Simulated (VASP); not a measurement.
Here is a VASP 6.6.1 calculation.

The input INCAR:

```
SYSTEM = Ti
  ALGO = Normal
  EDIFF = 1E-7
  ENCUT = 520
  GGA = PE
  ISIF = 2
  ISMEAR = 0
  LASPH = .True.
  LCHARG = .False.
  LREAL = .False.
  LWAVE = .False.
  NBANDS = 19
  NELM = 100
  PREC = Accurate
  SIGMA = 0.05
```

KPOINTS

```
k-points
0
Gamma
  16 16 10
  0 0 0
```

File POSCAR:

```
Ti
1.0
    2.9392836129      0.0000000000      0.0000000000
   -1.4696418064      2.5454942777      0.0000000000
    0.0000000000      0.0000000000      4.6471352514
Ti
2
Direct
    0.3333333333      0.6666666667      0.7500000000
    0.6666666667      0.3333333333      0.2500000000
```

Potentials or basis: VASP PAW PBE potentials, release 64 (Ti_sv).

The run is started by

```console
$ cat potpaw_PBE.64/Ti_sv/POTCAR > POTCAR
$ mpirun -np 1 vasp_std > vasp.out
```

What does it give for the band gap on the k mesh?

Zero (band 12 reaches 9.10 eV, above the bottom of band 13 at 8.03 eV).

Estimate the pressure.

-0.3 GPa.
